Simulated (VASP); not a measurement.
The system is CsCl.

```
Cs Cl
1.0
     4.13683    0.00000    0.00000
     0.00000    4.13683    0.00000
     0.00000    0.00000    4.13683
Cs Cl
1 1
Cartesian
  0.0000 0.0000 0.0000
  2.0684 2.0684 2.0684
```

Base run:

| Item | Value |
| --- | --- |
| Program | VASP 6.6.1 |
| Functional | r2SCANh |
| Potentials or basis | VASP PAW PBE potentials, release 64 (Cs_sv, Cl) |
| Cutoff | 440 eV |
| k mesh | 4 × 4 × 4 |
| Occupations | gaussian, width 0.01 eV |
| Spin | no spin polarisation |

Its results: band gap on the k mesh 6.64 eV; pressure -0.1 GPa.

Q: The run is repeated on the same cell with these changes: functional from r2SCANh to HSE06; cutoff from 440 eV to 400 eV; share of exact exchange from 0.1 to 0.25. What comes out?

A: Band gap on the k mesh 6.53 eV; pressure 0.5 GPa.

Caveats: the PAW data sets were made with another functional, which shifts forces and pressure a little; spin-orbit coupling is left out, which moves the levels of the heavy elements.

A k mesh can miss the band edges.
